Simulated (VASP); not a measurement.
# ZrS2 (gwxp) (P-3m1) in VASP: further runs

Runs on ZrS2 (gwxp). Level: PBE. Tasks: single point.

Everything below comes from runs of VASP 6.6.1. Logs are shortened: lines on timing, memory, paths and dates and some standing lists are left out, and cuts for length are marked.

## (1) The cell of the first run

Symmetry: P-3m1, No. 164, trigonal system. The conventional cell has a = 3.660 Å, b = 3.660 Å, c = 5.833 Å, α = 90.00°, β = 90.00°, γ = 120.00°. Zr (site symmetry -3m) has 6 S at 2.56 Å within 3.4 Å. S (site symmetry 3m) has 3 Zr at 2.56 Å within 3.4 Å.

## (2) Single point, PBE

INCAR reads:

```
SYSTEM = ZrS2
ALGO = Normal
EDIFF = 1E-6
ENCUT = 500
GGA = PE
GGA_COMPAT = .FALSE.
ISIF = 2
ISMEAR = 0
LASPH = .TRUE.
LCHARG = .FALSE.
LREAL = .FALSE.
LWAVE = .FALSE.
NBANDS = 19
NELM = 120
PREC = Accurate
SIGMA = 0.01
```

KPOINTS reads:

```
k-points
0
G
  6 6 4
  0 0 0
```

POSCAR reads:

```
ZrS2
1.0
    3.6600000012      0.0000000000      0.0000000000
   -1.8300000006      3.1696529789      0.0000000000
    0.0000000000      0.0000000000      5.8330000000
Zr S
1 2
Direct
    0.0000000000      0.0000000000      0.0000000000
    0.6666666667      0.3333333333      0.7511660543
    0.3333333333      0.6666666667      0.2488339457
```

Potentials or basis: VASP PAW PBE potentials, release 64 (Zr_sv, S).

The run is started by

```bash
cat potpaw_PBE.64/Zr_sv/POTCAR potpaw_PBE.64/S/POTCAR > POTCAR
mpirun -np 1 vasp_std > vasp.out
```

OUTCAR:

```text
SYSTEM = ZrS2
   EDIFF = 1E-6
   ENCUT = 500
   GGA = PE
   ISIF = 2
   ISMEAR = 0
   LASPH = .TRUE.
   LREAL = .FALSE.
   NELM = 120
   PREC = Accurate

 ion  position               nearest neighbor table
   1  0.000  0.000  0.000-   2 2.56   3 2.56   2 2.56   3 2.56   2 2.56   3 2.56
   2  0.667  0.333  0.751-   1 2.56   1 2.56   1 2.56
   3  0.333  0.667  0.249-   1 2.56   1 2.56   1 2.56

  LATTYP: Found a hexagonal cell.
 ALAT       =     3.6600000012
 C/A-ratio  =     1.5937158465

  Lattice vectors:

 A1 = (   3.6600000012,   0.0000000000,   0.0000000000)
 A2 = (  -1.8300000006,   3.1696529789,   0.0000000000)
 A3 = (   0.0000000000,   0.0000000000,   5.8330000000)

Analysis of symmetry for initial positions (statically):
=====================================================================
 Subroutine PRICEL returns:
 Original cell was already a primitive cell.

 Routine SETGRP: Setting up the symmetry group for a
 hexagonal supercell.

 Subroutine GETGRP returns: Found 12 space group operations
 (whereof 12 operations were pure point group operations)
 out of a pool of 24 trial point group operations.

The static configuration has the point symmetry D_3d.

Analysis of symmetry for dynamics (positions and initial velocities):
=====================================================================
 Subroutine PRICEL returns:
 Original cell was already a primitive cell.

 Routine SETGRP: Setting up the symmetry group for a
 hexagonal supercell.

 Subroutine GETGRP returns: Found 12 space group operations
 (whereof 12 operations were pure point group operations)
 out of a pool of 24 trial point group operations.

The dynamic configuration has the point symmetry D_3d.

 Subroutine INISYM returns: Found 12 space group operations
 (whereof 12 operations are pure point group operations),
 and found     1 'primitive' translations

----------------------------------------------------------------------------------------

                                     Primitive cell

  volume of cell :      67.6682

  direct lattice vectors                    reciprocal lattice vectors
     3.660000001  0.000000000  0.000000000     0.273224044  0.157745975  0.000000000
    -1.830000001  3.169652979  0.000000000     0.000000000  0.315491950  0.000000000
     0.000000000  0.000000000  5.833000000     0.000000000  0.000000000  0.171438368

  length of vectors
     3.660000001  3.660000001  5.833000000     0.315491950  0.315491950  0.171438368

  position of ions in fractional coordinates (direct lattice)
     0.000000000  0.000000000  0.000000000
     0.666666667  0.333333333  0.751166054
     0.333333333  0.666666667  0.248833946

  ion indices of the primitive-cell ions
   primitive index   ion index
                 1           1
                 2           2
                 3           3

----------------------------------------------------------------------------------------

 KPOINTS: k-points

Automatic generation of k-mesh.
 Grid dimensions read from file:
 generate k-points for:    6    6    4

 Generating k-lattice:

  Cartesian coordinates                     Fractional coordinates (reciprocal lattice)
     0.045537341  0.026290996  0.000000000     0.166666667  0.000000000  0.000000000
     0.000000000  0.052581992  0.000000000     0.000000000  0.166666667  0.000000000
     0.000000000  0.000000000  0.042859592     0.000000000  0.000000000  0.250000000

  Length of vectors
     0.052581992  0.052581992  0.042859592

  Shift w.r.t. Gamma in fractional coordinates (k-lattice)
     0.000000000  0.000000000  0.000000000

 Subroutine IBZKPT returns following result:
 ===========================================

 Found     24 irreducible k-points:

 Following reciprocal coordinates:
            Coordinates               Weight
  0.000000  0.000000  0.000000      1.000000
  0.166667  0.000000  0.000000      6.000000
  0.333333  0.000000  0.000000      6.000000
  0.500000  0.000000  0.000000      3.000000
  0.166667  0.166667  0.000000      6.000000
  0.333333  0.166667  0.000000     12.000000
[... 16 lines left out ...]
  0.333333  0.166667  0.500000     12.000000
  0.333333  0.333333  0.500000      2.000000
   k-points           NKPTS =     24   k-points in BZ     NKDIM =     24   number of bands    NBANDS=     19
   number of dos      NEDOS =    301   number of ions     NIONS =      3
   total plane-waves  NPLWV =  37632
   dimension x,y,z NGX =    28 NGY =   28 NGZ =   48
   dimension x,y,z NGXF=    56 NGYF=   56 NGZF=   96
   ions per type =               1   2
   NGX,Y,Z   is equivalent  to a cutoff of  12.72, 12.72, 13.68 a.u.
   NGXF,Y,Z  is equivalent  to a cutoff of  25.44, 25.44, 27.36 a.u.
 SYSTEM =  ZrS2
   PREC   = accura    normal or accurate (medium, high low for compatibility)
   ISTART =      0    job   : 0-new  1-cont  2-samecut
   ICHARG =      2    charge: 1-file 2-atom 10-const
   ISPIN  =      1    spin polarized calculation?
   LNONCOLLINEAR =      F non collinear calculations
   LSORBIT =      F    spin-orbit coupling
   LASPH  =      T    aspherical Exc in radial PAW
   ENCUT  =  500.0 eV  36.75 Ry    6.06 a.u.   6.67  6.67 10.63*2*pi/ulx,y,z
   NELM   =    120;   NELMIN=  2; NELMDL= -5     # of ELM steps
   EDIFF  = 0.1E-05   stopping-criterion for ELM
   LREAL  =      F    real-space projection
   EDIFFG = 0.1E-04   stopping-criterion for IOM
   NSW    =      0    number of steps for IOM
   IBRION =     -1    ionic relax: 0-MD 1-quasi-New 2-CG
   NFREE  =      0    steps in history (QN), initial steepest desc. (CG)
   ISIF   =      2    stress and relaxation
   ISYM   =      2    0-nonsym 1-usesym 2-fastsym
   POTIM  = 0.5000    time-step for ionic-motion
   TEBEG  =    0.0;   TEEND  =   0.0 temperature during run
   PSTRESS=    0.0 pullay stress
   NELECT =      24.0000    total number of electrons
   NUPDOWN=      -1.0000    fix difference up-down
   EMIN   =  10.00;   EMAX   =-10.00  energy-range for DOS
   EFERMI =   0.00;   METHOD = LEGACY
   ISMEAR =     0;   SIGMA  =   0.01  broadening in eV -4-tet -1-fermi 0-gaus
   EFERMI_NEDOS =   21; number of points for ismear=-14 and -15
   IALGO  =     38    algorithm
   IMIX   =      4    mixing-type and parameters
     AMIX     =   0.40;   BMIX     =  1.00
     AMIX_MAG =   1.60;   BMIX_MAG =  1.00
  volume/ion in A,a.u.               =      22.56       152.22
  Fermi-wavevector in a.u.,A,eV,Ry     =   1.158823  2.189857 18.270855  1.342870
  Thomas-Fermi vector in A             =   2.295421
   LORBIT       =      0    0 simple, 1 ext, 2 COOP (PROOUT), +10 PAW based schemes
   GGA     = PE    functional components
   LHFCALC =     F    Hartree Fock is set to
   AEXX    =    0.0000 exact exchange contribution
   IVDW    =     0    specifies the selected vdW correction
   LEPSILON=     F    determine dielectric tensor
   LRPA    =     F    only Hartree local field effects (RPA)
 non-spin polarized calculation
 Gauss-broadening in eV      SIGMA  =   0.01
  energy-cutoff  :      500.00
  volume of cell :       67.67
 maximum number of plane-waves:      1743
 NGX is ok and might be reduce to    28
   NGX = 13   NGY = 13   NGZ = 21

 number of electron      24.0000001 magnetization

 Free energy of the ion-electron system (eV)
  ---------------------------------------------------
  ext. energy  EPLUGINS =         0.00000000
  ---------------------------------------------------
  free energy    TOTEN  =       -21.39005307 eV

  energy without entropy =      -21.39005307  energy(sigma->0) =      -21.39005307

 E-fermi :   4.9608     XC(G=0):  -9.6300

 val. band max:        4.7983074274   @ k =   0.0000   0.0000   0.0000
 cond. band min:       5.6207922043   @ k =   0.5000   0.0000   0.5000
 fundamental gap:      0.8224847769
 Fermi energy:         4.9607710178

 k-point     1 :       0.0000    0.0000    0.0000
  band No.  band energies     occupation
      1     -44.2627      2.00000
      2     -22.3309      2.00000
      3     -22.1713      2.00000
      4     -22.1713      2.00000
      5      -8.0052      2.00000
      6      -6.4848      2.00000
[... 11 lines left out ...]
     18      10.5103      0.00000
     19      10.6333      0.00000

 k-point     2 :       0.1667    0.0000    0.0000
  band No.  band energies     occupation
      1     -44.2579      2.00000
      2     -22.3163      2.00000
      3     -22.2394      2.00000
      4     -22.1859      2.00000
      5      -7.7289      2.00000
      6      -6.5567      2.00000
[... 11 lines left out ...]
     18      11.6881      0.00000
     19      12.1667      0.00000

 k-point     3 :       0.3333    0.0000    0.0000
  band No.  band energies     occupation
      1     -44.2481      2.00000
      2     -22.3734      2.00000
      3     -22.2858      2.00000
      4     -22.2150      2.00000
      5      -7.1505      2.00000
      6      -6.6587      2.00000
[... 11 lines left out ...]
     18      12.3105      0.00000
     19      12.9490      0.00000

 k-point     4 :       0.5000    0.0000    0.0000
  band No.  band energies     occupation
      1     -44.2432      2.00000
      2     -22.4383      2.00000
      3     -22.2710      2.00000
      4     -22.2295      2.00000
      5      -6.9646      2.00000
      6      -6.5545      2.00000
[... 407 lines left out ...]
     18      13.0956      0.00000
     19      13.2540      0.00000

 k-point    23 :       0.3333    0.1667    0.5000
  band No.  band energies     occupation
      1     -44.2432      2.00000
      2     -22.4032      2.00000
      3     -22.2734      2.00000
      4     -22.2637      2.00000
      5      -6.9352      2.00000
      6      -6.5777      2.00000
[... 11 lines left out ...]
     18      11.8469      0.00000
     19      12.7875      0.00000

 k-point    24 :       0.3333    0.3333    0.5000
  band No.  band energies     occupation
      1     -44.2407      2.00000
      2     -22.3547      2.00000
      3     -22.3547      2.00000
      4     -22.2647      2.00000
      5      -6.6878      2.00000
      6      -6.6878      2.00000
[... 11 lines left out ...]
     18      12.9818      0.00000
     19      13.4101      0.00000

------------------------ aborting loop because EDIFF is reached ----------------------------------------

  FORCE on cell =-STRESS in cart. coord.  units (eV):
  Direction    XX          YY          ZZ          XY          YZ          ZX
  --------------------------------------------------------------------------------------
  -------------------------------------------------------------------------------------
  Total        0.6601849      0.6601849      0.8171690     -0.0000000      0.0000000      0.0000000
  in kB       15.6311657     15.6311657     19.3480724     -0.0000000      0.0000000      0.0000000
  external PRESSURE =      16.8701346 kB  Pullay stress =       0.0000000 kB

 VOLUME and BASIS-vectors are now :
 -----------------------------------------------------------------------------
  energy-cutoff  :      500.00
  volume of cell :       67.67
      direct lattice vectors                 reciprocal lattice vectors
     3.660000001  0.000000000  0.000000000     0.273224044  0.157745975  0.000000000
    -1.830000001  3.169652979  0.000000000     0.000000000  0.315491950  0.000000000
     0.000000000  0.000000000  5.833000000     0.000000000  0.000000000  0.171438368

 POSITION                                       TOTAL-FORCE (eV/Angst)
 -----------------------------------------------------------------------------------
      0.00000      0.00000      0.00000        -0.000000      0.000000      0.000000
      1.83000      1.05655      4.38155         0.000000     -0.000000      0.001081
     -0.00000      2.11310      1.45145        -0.000000      0.000000     -0.001081
 -----------------------------------------------------------------------------------
    total drift:                                0.000000      0.000000      0.000000

  FREE ENERGIE OF THE ION-ELECTRON SYSTEM (eV)
  ---------------------------------------------------
  free  energy   TOTEN  =       -21.3900530716 eV

  energy  without entropy=      -21.3900530716  energy(sigma->0) =      -21.39005307
```

It took 13 s on 1 thread of Intel Xeon 6975P-C (Granite Rapids), shared host; peak memory 0.19 GiB.

Results:

| Quantity | Value |
| --- | --- |
| Free energy | -21.3901 eV |
| Pressure | 1.7 GPa |
| Band gap on the k mesh | 0.82 eV, indirect (least direct gap 1.50 eV) |

Stress tensor (GPa, compression positive):
```
1.56 0.00 0.00
0.00 1.56 0.00
0.00 0.00 1.93
```

Levels at points of the mesh, in eV from the valence-band top:
| k point | band 10 | band 11 | band 12 | band 13 | band 14 | band 15 |
| --- | --- | --- | --- | --- | --- | --- |
| (0.00, 0.00, 0.00) | -0.16 | -0.16 | 0.00 | 1.50 | 1.50 | 2.25 |
| (0.50, 0.00, 0.00) | -2.55 | -1.96 | -1.32 | 1.01 | 3.22 | 3.52 |
| (0.00, 0.00, 0.50) | -1.90 | -0.32 | -0.32 | 1.46 | 1.46 | 2.62 |
| (0.50, 0.00, 0.50) | -2.37 | -1.02 | -0.82 | 0.82 | 3.21 | 3.52 |

Caveat: this functional lacks dispersion, which binds the layers, so the pressure and a relaxed spacing across them are unreliable. A k mesh can miss the band edges.

## (3) Single point, PBE

INCAR reads:

```
SYSTEM = ZrS2
PREC     = Accurate       ! precision mode
ENCUT    = 500            ! plane-wave cutoff, eV
EDIFF    = 1E-6           ! SCF threshold, eV
ISMEAR   = 0              ! smearing method
SIGMA    = 0.02           ! smearing width, eV
LREAL    = .FALSE.        ! projectors in reciprocal space
LASPH    = .TRUE.         ! aspherical terms in the spheres
NELM     = 120            ! most SCF steps
ALGO     = Normal         ! electronic algorithm
ISIF     = 2              ! what is computed and relaxed
LWAVE    = .FALSE.        ! write WAVECAR
LCHARG   = .FALSE.        ! write CHGCAR
GGA      = PE             ! functional
NBANDS   = 19             ! bands
GGA_COMPAT= .FALSE.
```

KPOINTS reads:

```
regular mesh
0
G
  9 9 6
  0 0 0
```

POSCAR is that of step 2.

Potentials or basis: VASP PAW PBE potentials, release 64 (Zr_sv, S).

The run is started by

```bash
cat potpaw_PBE.64/Zr_sv/POTCAR potpaw_PBE.64/S/POTCAR > POTCAR
mpirun -np 1 vasp_std > vasp.out
```

Run time: 29 s. Hardware: 1 thread of Intel Xeon 6975P-C (Granite Rapids), shared host; peak memory 0.22 GiB.

It converged, with:

* Free energy: -21.3992 eV
* Pressure: 1.6 GPa
* Largest force: 0.007 eV/Å
* Band gap on the k mesh: 0.86 eV, indirect (least direct gap 1.50 eV)

Forces on the atoms (eV/Å):
```
Zr   0.000  0.000  0.000
S    0.000  0.000 -0.007
S    0.000  0.000  0.007
```

Stress tensor (GPa, compression positive):
```
1.44 0.00 0.00
0.00 1.44 0.00
0.00 0.00 2.00
```

Levels at points of the mesh, in eV from the valence-band top:
```tsv
k point	band 8	band 9	band 10	band 11	band 12	band 13	band 14	band 15	band 16	band 17
(0.00, 0.00, 0.00)	-2.87	-2.87	-0.17	-0.17	0.00	1.50	1.50	2.26	4.80	4.80
(0.00, 0.00, 0.50)	-2.82	-2.82	-1.90	-0.32	-0.32	1.46	1.46	2.62	5.23	5.23
```

Caveat: this functional lacks dispersion, which binds the layers, so the pressure and a relaxed spacing across them are unreliable.
